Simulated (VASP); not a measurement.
Mg3CdS4: single point with PBE

Crystal: Mg3CdS4.

```
Mg Cd S
1.0
     4.07694    0.00000    0.00000
     0.00000    4.07694    0.00000
     0.00000    0.00000   11.45996
Mg Cd S
3 1 4
Direct
  0.00000 0.00000 0.74442
  0.00000 0.00000 0.25558
  0.50000 0.50000 0.50000
  0.50000 0.50000 0.00000
  0.50000 0.00000 0.13453
  0.00000 0.50000 0.37780
  0.50000 0.00000 0.62220
  0.00000 0.50000 0.86547
```

| Property | Result |
| --- | --- |
| Program | VASP 6.6.1 |
| Task | single point |
| Functional | PBE |
| Potentials or basis | VASP PAW PBE potentials, release 64 (Mg, Cd, S) |
| Cutoff | 600 eV |
| k mesh | 6 × 6 × 2 |
| Occupations | gaussian, width 0.02 eV |
| Spin | no spin polarisation |

```yaml
Pressure: 0.0 GPa
Largest_force: 0.046 eV/Å
Band_gap_on_the_k_mesh: 2.53 eV
```

Forces in eV/Å, atoms in the order of the input:
```
Mg   0.000  0.000 -0.002
Mg   0.000  0.000  0.002
Mg   0.000  0.000  0.000
Cd   0.000  0.000  0.000
S    0.000  0.000  0.046
S    0.000  0.000  0.000
S    0.000  0.000  0.000
S    0.000  0.000 -0.046
```

Levels at points of the mesh, in eV from the valence-band top:
```csv
k point,band 17,band 18,band 19,band 20,band 21,band 22,band 23,band 24,band 25,band 26
"(0.00, 0.00, 0.00)",-0.72,-0.72,-0.13,0.00,0.00,2.53,3.78,4.65,4.70,5.15
"(0.50, 0.00, 0.00)",-0.70,-0.64,-0.56,-0.45,-0.20,3.86,4.66,5.67,5.89,6.28
"(0.50, 0.50, 0.00)",-1.60,-1.32,-1.28,-1.28,-1.27,3.71,3.71,4.53,5.46,5.46
"(0.00, 0.00, 0.50)",-0.67,-0.51,-0.51,-0.07,-0.07,3.17,3.79,4.04,4.35,5.39
"(0.50, 0.00, 0.50)",-0.85,-0.70,-0.69,-0.65,-0.20,4.09,5.16,5.23,5.27,6.44
"(0.50, 0.50, 0.50)",-1.48,-1.48,-1.44,-1.41,-1.41,4.28,4.28,4.54,4.54,4.81
```

Run time: 4.7 min on 1 thread of Intel Xeon 8259CL, with other jobs on the host, peak memory 0.42 GiB.
